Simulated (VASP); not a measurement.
# W (Im-3m) in VASP: single point with r2SCAN

Aim: the single point of W with r2SCAN.

Everything below comes from runs of VASP 6.6.1. Logs are shortened: lines on timing, memory, paths and dates and some standing lists are left out, and cuts for length are marked.

## (1) The cell of the first run

It takes space group Im-3m (No. 229, cubic). The conventional cell has a = 3.266 Å, b = 3.266 Å, c = 3.266 Å, α = 90.00°, β = 90.00°, γ = 90.00°. W (site symmetry m-3m) has 14 W at 2.83 to 3.27 Å within 3.7 Å.

## (2) Single point, r2SCAN

The input, POSCAR:

```
W
1.0
    0.0000000000      0.0000000000      3.2661851600
    3.2661851600      0.0000000000      0.0000000000
    0.0000000000      3.2661851600      0.0000000000
W
2
Direct
    0.0000000000      0.0000000000      0.0000000000
    0.5000000000      0.5000000000      0.5000000000
```

The input, INCAR.step1:

```
ALGO     = Normal         # electronic algorithm
EDIFF    = 1E-4           # SCF threshold, eV
ENCUT    = 520            # plane-wave cutoff, eV
GGA      = PE             # functional
ISMEAR   = -1             # smearing method
LASPH    = T              # aspherical terms in the spheres
LCHARG   = F              # write CHGCAR
LREAL    = F              # projectors in reciprocal space
LWAVE    = T              # write WAVECAR
NBANDS   = 21             # bands
NELM     = 100            # most SCF steps
PREC     = Accurate       # precision mode
SIGMA    = 0.1            # smearing width, eV
```

The input, INCAR.step2:

```
ALGO     = Normal         # electronic algorithm
EDIFF    = 1E-7           # SCF threshold, eV
ENCUT    = 520            # plane-wave cutoff, eV
ISIF     = 2              # what is computed and relaxed
ISMEAR   = -1             # smearing method
ISTART   = 1            
LASPH    = T              # aspherical terms in the spheres
LCHARG   = F              # write CHGCAR
LMIXTAU  = T            
LREAL    = F              # projectors in reciprocal space
LWAVE    = F              # write WAVECAR
METAGGA  = R2SCAN         # meta-GGA
NBANDS   = 21             # bands
NELM     = 100            # most SCF steps
PREC     = Accurate       # precision mode
SIGMA    = 0.1            # smearing width, eV
```

The input, KPOINTS:

```
k-points
0
Gamma
  10 10 10
```

Potentials or basis: VASP PAW PBE potentials, release 64 (W_sv).

Command:

```console
$ cat potpaw_PBE.64/W_sv/POTCAR > POTCAR
$ cp INCAR.step1 INCAR
$ mpirun -np 1 vasp_std > vasp.out
$ cp INCAR.step2 INCAR
$ mpirun -np 1 vasp_std > vasp.out
```

OUTCAR:

```text
EDIFF = 1E-7
   ENCUT = 520
   ISIF = 2
   ISMEAR = -1
   ISTART = 1
   LASPH = T
   LREAL = F
   METAGGA = R2SCAN
   NELM = 100
   PREC = Accurate

 ion  position               nearest neighbor table
   1  0.000  0.000  0.000-   2 2.83   2 2.83   2 2.83   2 2.83   2 2.83   2 2.83   2 2.83   2 2.83

   2  0.500  0.500  0.500-   1 2.83   1 2.83   1 2.83   1 2.83   1 2.83   1 2.83   1 2.83   1 2.83

  LATTYP: Found a simple cubic cell.
 ALAT       =     3.2661851600

  Lattice vectors:

 A1 = (   0.0000000000,   0.0000000000,   3.2661851600)
 A2 = (   3.2661851600,   0.0000000000,   0.0000000000)
 A3 = (   0.0000000000,   3.2661851600,   0.0000000000)

Analysis of symmetry for initial positions (statically):
=====================================================================
 Subroutine PRICEL returns following result:

  LATTYP: Found a body centered cubic cell.
 ALAT       =     3.2661851600

  Lattice vectors:

 A1 = (   1.6330925800,  -1.6330925800,   1.6330925800)
 A2 = (   1.6330925800,   1.6330925800,  -1.6330925800)
 A3 = (  -1.6330925800,   1.6330925800,   1.6330925800)

   2 primitive cells build up your supercell.

 Routine SETGRP: Setting up the symmetry group for a
 simple cubic supercell.

 Subroutine GETGRP returns: Found 48 space group operations
 (whereof 48 operations were pure point group operations)
 out of a pool of 48 trial point group operations.

The static configuration has the point symmetry O_h .

Analysis of symmetry for dynamics (positions and initial velocities):
=====================================================================
 Subroutine PRICEL returns following result:

  LATTYP: Found a body centered cubic cell.
 ALAT       =     3.2661851600

  Lattice vectors:

 A1 = (   1.6330925800,  -1.6330925800,   1.6330925800)
 A2 = (   1.6330925800,   1.6330925800,  -1.6330925800)
 A3 = (  -1.6330925800,   1.6330925800,   1.6330925800)

   2 primitive cells build up your supercell.

 Routine SETGRP: Setting up the symmetry group for a
 simple cubic supercell.

 Subroutine GETGRP returns: Found 48 space group operations
 (whereof 48 operations were pure point group operations)
 out of a pool of 48 trial point group operations.

The dynamic configuration has the point symmetry O_h .

 Subroutine INISYM returns: Found 48 space group operations
 (whereof 48 operations are pure point group operations),
 and found     2 'primitive' translations

----------------------------------------------------------------------------------------

                                     Primitive cell

  volume of cell :      17.4218

  direct lattice vectors                    reciprocal lattice vectors
     1.633092580 -1.633092580  1.633092580     0.306167578  0.000000000  0.306167578
     1.633092580  1.633092580 -1.633092580     0.306167578  0.306167578 -0.000000000
    -1.633092580  1.633092580  1.633092580     0.000000000  0.306167578  0.306167578

  length of vectors
     2.828599322  2.828599322  2.828599322     0.432986341  0.432986341  0.432986341

  position of ions in fractional coordinates (direct lattice)
     0.000000000  0.000000000  0.000000000

  ion indices of the primitive-cell ions
   primitive index   ion index
                 1           1

----------------------------------------------------------------------------------------

 KPOINTS: k-points

Automatic generation of k-mesh.
 Grid dimensions read from file:
 generate k-points for:   10   10   10

 Generating k-lattice:

  Cartesian coordinates                     Fractional coordinates (reciprocal lattice)
     0.000000000  0.000000000  0.030616758     0.100000000  0.000000000  0.000000000
     0.030616758  0.000000000  0.000000000     0.000000000  0.100000000  0.000000000
     0.000000000  0.030616758  0.000000000     0.000000000  0.000000000  0.100000000

  Length of vectors
     0.030616758  0.030616758  0.030616758

  Shift w.r.t. Gamma in fractional coordinates (k-lattice)
     0.000000000  0.000000000  0.000000000

 Subroutine IBZKPT returns following result:
 ===========================================

 Found     56 irreducible k-points:

 Following reciprocal coordinates:
            Coordinates               Weight
  0.000000  0.000000  0.000000      1.000000
  0.100000  0.000000  0.000000      6.000000
  0.200000  0.000000  0.000000      6.000000
  0.300000  0.000000  0.000000      6.000000
  0.400000  0.000000  0.000000      6.000000
  0.500000  0.000000  0.000000      3.000000
[... 16 lines left out ...]
  0.200000  0.100000  0.100000     24.000000
  0.300000  0.100000  0.100000     24.000000
 [... further k-points ...]
   k-points           NKPTS =     56   k-points in BZ     NKDIM =     56   number of bands    NBANDS=     21
   number of dos      NEDOS =    301   number of ions     NIONS =      2
   total plane-waves  NPLWV =  13824
   dimension x,y,z NGX =    24 NGY =   24 NGZ =   24
   dimension x,y,z NGXF=    48 NGYF=   48 NGZF=   48
   ions per type =               2
   NGX,Y,Z   is equivalent  to a cutoff of  12.22, 12.22, 12.22 a.u.
   NGXF,Y,Z  is equivalent  to a cutoff of  24.43, 24.43, 24.43 a.u.
 SYSTEM =  unknown system
   PREC   = accura    normal or accurate (medium, high low for compatibility)
   ISTART =      1    job   : 0-new  1-cont  2-samecut
   ICHARG =      0    charge: 1-file 2-atom 10-const
   ISPIN  =      1    spin polarized calculation?
   LNONCOLLINEAR =      F non collinear calculations
   LSORBIT =      F    spin-orbit coupling
   LASPH  =      T    aspherical Exc in radial PAW
   ENCUT  =  520.0 eV  38.22 Ry    6.18 a.u.   6.07  6.07  6.07*2*pi/ulx,y,z
   NELM   =    100;   NELMIN=  2; NELMDL=  0     # of ELM steps
   EDIFF  = 0.1E-06   stopping-criterion for ELM
   LREAL  =      F    real-space projection
   EDIFFG = 0.1E-05   stopping-criterion for IOM
   NSW    =      0    number of steps for IOM
   IBRION =     -1    ionic relax: 0-MD 1-quasi-New 2-CG
   NFREE  =      0    steps in history (QN), initial steepest desc. (CG)
   ISIF   =      2    stress and relaxation
   ISYM   =      2    0-nonsym 1-usesym 2-fastsym
   POTIM  = 0.5000    time-step for ionic-motion
   TEBEG  =    0.0;   TEEND  =   0.0 temperature during run
   PSTRESS=    0.0 pullay stress
   NELECT =      28.0000    total number of electrons
   NUPDOWN=      -1.0000    fix difference up-down
   EMIN   =  10.00;   EMAX   =-10.00  energy-range for DOS
   EFERMI =   0.00;   METHOD = LEGACY
   ISMEAR =    -1;   SIGMA  =   0.10  broadening in eV -4-tet -1-fermi 0-gaus
   EFERMI_NEDOS =   21; number of points for ismear=-14 and -15
   IALGO  =     38    algorithm
   IMIX   =      4    mixing-type and parameters
     AMIX     =   0.40;   BMIX     =  1.00
     AMIX_MAG =   1.60;   BMIX_MAG =  1.00
  volume/ion in A,a.u.               =      17.42       117.57
  Fermi-wavevector in a.u.,A,eV,Ry     =   1.522019  2.876199 31.518460  2.316541
  Thomas-Fermi vector in A             =   2.630655
   LORBIT       =      0    0 simple, 1 ext, 2 COOP (PROOUT), +10 PAW based schemes
   METAGGA = R2SCAN    functional components
   LHFCALC =     F    Hartree Fock is set to
   AEXX    =    0.0000 exact exchange contribution
   IVDW    =     0    specifies the selected vdW correction
   LEPSILON=     F    determine dielectric tensor
   LRPA    =     F    only Hartree local field effects (RPA)
 non-spin polarized calculation
  energy-cutoff  :      520.00
  volume of cell :       34.84
 maximum number of plane-waves:       968
   NGX = 13   NGY = 13   NGZ = 13

 number of electron      28.0000006 magnetization

 Free energy of the ion-electron system (eV)
  ---------------------------------------------------
  ext. energy  EPLUGINS =         0.00000000
  ---------------------------------------------------
  free energy    TOTEN  =      -102.49523750 eV

  energy without entropy =     -102.46915601  energy(sigma->0) =     -102.48219676

 E-fermi :   9.9680     XC(G=0): -14.3573

 val. band max:        9.8621851383   @ k =   0.5000   0.5000   0.1000
 cond. band min:       9.9796097676   @ k =   0.3000   0.0000   0.0000
 fundamental gap:      0.1174246293
 Fermi energy:         9.9680370389

 k-point     1 :       0.0000    0.0000    0.0000
  band No.  band energies     occupation
      1     -66.2822      2.00000
      2     -66.1079      2.00000
      3     -29.9787      2.00000
      4     -29.9787      2.00000
      5     -29.9787      2.00000
      6     -29.2685      2.00000
[... 13 lines left out ...]
     20      17.7718      0.00000
     21      17.7718      0.00000

 k-point     2 :       0.1000    0.0000    0.0000
  band No.  band energies     occupation
      1     -66.2774      2.00000
      2     -66.1116      2.00000
      3     -29.9781      2.00000
      4     -29.9607      2.00000
      5     -29.9607      2.00000
      6     -29.3040      2.00000
[... 13 lines left out ...]
     20      16.9953      0.00000
     21      18.9092      0.00000

 k-point     3 :       0.2000    0.0000    0.0000
  band No.  band energies     occupation
      1     -66.2636      2.00000
      2     -66.1225      2.00000
      3     -29.9716      2.00000
      4     -29.9087      2.00000
      5     -29.9087      2.00000
      6     -29.4011      2.00000
[... 13 lines left out ...]
     20      15.4381      0.00000
     21      21.0648      0.00000

 k-point     4 :       0.3000    0.0000    0.0000
  band No.  band energies     occupation
      1     -66.2425      2.00000
      2     -66.1399      2.00000
      3     -29.9478      2.00000
      4     -29.8281      2.00000
      5     -29.8281      2.00000
      6     -29.5358      2.00000
[... 13 lines left out ...]
     20      14.0414      0.00000
     21      23.5376      0.00000

 k-point     5 :       0.4000    0.0000    0.0000
  band No.  band energies     occupation
      1     -66.2166      2.00000
      2     -66.1627      2.00000
      3     -29.8941      2.00000
      4     -29.7273      2.00000
      5     -29.7273      2.00000
      6     -29.6786      2.00000
[... 13 lines left out ...]
     20      13.3501      0.00000
     21      25.0628      0.00000

 k-point     6 :       0.5000    0.0000    0.0000
  band No.  band energies     occupation
      1     -66.1891      2.00000
      2     -66.1891      2.00000
      3     -29.8032      2.00000
      4     -29.8032      2.00000
      5     -29.6168      2.00000
      6     -29.6168      2.00000
[... 13 lines left out ...]
     20      13.3166      0.00000
     21      24.5218      0.00000

 k-point     7 :       0.1000    0.1000    0.0000
  band No.  band energies     occupation
      1     -66.2728      2.00000
      2     -66.1151      2.00000
      3     -30.0073      2.00000
      4     -29.9435      2.00000
      5     -29.9142      2.00000
      6     -29.3702      2.00000
[... 13 lines left out ...]
     20      17.6665      0.00000
     21      18.4518      0.00000
[... 291 lines left out ...]
      1     -66.1834      2.00000
      2     -66.1834      2.00000
      3     -30.2422      2.00000
      4     -30.2422      2.00000
      5     -29.6005      2.00000
      6     -29.6005      2.00000
[... 13 lines left out ...]
     20      15.1638      0.00000
     21      20.4702      0.00000

 k-point    21 :       0.5000    0.5000    0.0000
  band No.  band energies     occupation
      1     -66.1828      2.00000
      2     -66.1828      2.00000
      3     -30.2720      2.00000
      4     -30.2720      2.00000
      5     -29.5988      2.00000
      6     -29.5988      2.00000
[... 13 lines left out ...]
     20      15.4883      0.00000
     21      20.1346      0.00000

 k-point    22 :       0.1000    0.1000    0.1000
  band No.  band energies     occupation
      1     -66.2684      2.00000
      2     -66.1184      2.00000
      3     -29.9887      2.00000
      4     -29.9887      2.00000
      5     -29.8552      2.00000
      6     -29.4302      2.00000
[... 13 lines left out ...]
     20      18.7835      0.00000
     21      18.8070      0.00000

 k-point    23 :       0.2000    0.1000    0.1000
  band No.  band energies     occupation
      1     -66.2557      2.00000
      2     -66.1280      2.00000
      3     -30.0269      2.00000
      4     -29.9348      2.00000
      5     -29.7725      2.00000
      6     -29.5493      2.00000
[... 13 lines left out ...]
     20      17.2144      0.00000
     21      19.9449      0.00000

 k-point    24 :       0.3000    0.1000    0.1000
  band No.  band energies     occupation
      1     -66.2364      2.00000
      2     -66.1436      2.00000
      3     -30.0374      2.00000
      4     -29.8511      2.00000
      5     -29.6905      2.00000
      6     -29.6803      2.00000
[... 13 lines left out ...]
     20      15.6430      0.00000
     21      21.5776      0.00000

 [... further k-points ...]

------------------------ aborting loop because EDIFF is reached ----------------------------------------

  FORCE on cell =-STRESS in cart. coord.  units (eV):
  Direction    XX          YY          ZZ          XY          YZ          ZX
  --------------------------------------------------------------------------------------
  -------------------------------------------------------------------------------------
  Total       -5.0603628     -5.0603628     -5.0603628      0.0000000     -0.0000000      0.0000000
  in kB     -232.6857743   -232.6857743   -232.6857743      0.0000000     -0.0000000      0.0000000
  external PRESSURE =    -232.6857743 kB  Pullay stress =       0.0000000 kB

 VOLUME and BASIS-vectors are now :
 -----------------------------------------------------------------------------
  energy-cutoff  :      520.00
  volume of cell :       34.84
      direct lattice vectors                 reciprocal lattice vectors
     0.000000000  0.000000000  3.266185160     0.000000000  0.000000000  0.306167578
     3.266185160  0.000000000  0.000000000     0.306167578  0.000000000  0.000000000
     0.000000000  3.266185160  0.000000000     0.000000000  0.306167578  0.000000000

 POSITION                                       TOTAL-FORCE (eV/Angst)
 -----------------------------------------------------------------------------------
      0.00000      0.00000      0.00000         0.000000      0.000000      0.000000
      1.63309      1.63309      1.63309        -0.000000     -0.000000     -0.000000
 -----------------------------------------------------------------------------------
    total drift:                                0.000000     -0.000000      0.000000

  FREE ENERGIE OF THE ION-ELECTRON SYSTEM (eV)
  ---------------------------------------------------
  free  energy   TOTEN  =      -102.4952374978 eV

  energy  without entropy=     -102.4691560128  energy(sigma->0) =     -102.48219676
```

It took 71 s on 1 thread of Intel Xeon Platinum 8375C at 2.90GHz (Ice Lake), shared host; peak memory 0.16 GiB.

Results:

| Quantity | Value |
| --- | --- |
| Free energy | -102.4952 eV |
| Pressure | -23.3 GPa |
| Band gap on the k mesh | zero (bands 14 and 15 overlap by 0.95 eV) |

Caveat: the cell stands under tension; the PAW data sets were made with another functional, which shifts forces and pressure a little; spin-orbit coupling is left out, which moves the levels of the heavy elements.
